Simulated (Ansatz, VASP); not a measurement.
**Two plane-wave programs on HfN**

File INCAR:

```
SYSTEM = HfN
PREC = Accurate
ENCUT = 520
EDIFF = 1E-7
ISMEAR = 0
SIGMA = 0.15
LREAL = .FALSE.
LASPH = .TRUE.
NELM = 100
ALGO = Normal
ISIF = 2
LWAVE = .FALSE.
LCHARG = .TRUE.
GGA = PE
LELF = .TRUE.
LVHAR = .TRUE.
NBANDS = 14
```

KPOINTS

```
Automatic mesh
0
G
  18 18 18
  0 0 0
```

File POSCAR:

```
HfN
1.0
    0.0000000000      2.3493600000      2.0782800000
    2.3493600000      0.0000000000      2.0782800000
    2.3493600000      2.3493600000      0.0000000000
Hf N
1 1
Direct
    0.0000000000      0.0000000000      0.0000000000
    0.5000000000      0.5000000000      0.5000000000
```

Input for Ansatz:

```yaml
crystal:
  lattice:
    - [0.0, 2.34936, 2.07828]
    - [2.34936, 0.0, 2.07828]
    - [2.34936, 2.34936, 0.0]
  atoms:
    - { symbol: Hf, position: [0.0, 0.0, 0.0] }
    - { symbol: "N", position: [0.5, 0.5, 0.5] }
basis:
  ecutwfc: 420
kpoints:
  mp_grid: { grid: [18, 18, 18] }
hamiltonian:
  xc: pbe
scf:
  occupations: { method: gaussian, width: 0.15 }
output:
  forces: true
  stress: true
  eigenvalues: true
```

Change from the starting cell: strain +0.040 along x and y, -0.080 along z, atoms carried along.

Alike in both runs: task single point; functional PBE; k mesh 18 × 18 × 18; occupations gaussian, width 0.15 eV; no spin polarisation.

|  | VASP | Ansatz |
| --- | --- | --- |
| version | VASP 6.6.1 | Ansatz 0.2.0 |
| potentials or method | VASP PAW PBE potentials, release 64 (Hf_pv, N), cutoff 520 eV | scalar-relativistic, plane waves, PAW |
| valence electrons in the cell | 15 | 31 |

Ansatz gave:

```
gap on the k mesh at the Fermi level (eV)                     : none
pressure (GPa)                                                : 17.2
traceless stress, the component that is largest in VASP (GPa) : 52.65
```

Problem. Estimate VASP's values.

Solution. gap on the k mesh at the Fermi level (eV): none; pressure (GPa): 15.1; traceless stress, the component that is largest in VASP (GPa): 52.70.

A gap of «none» marks a metal or a gap that the smearing closes. VASP's potentials hold 15 valence electrons a cell and Ansatz's 31, so a difference there can come from the potentials and not from the codes.

Neither program's run includes spin-orbit coupling.
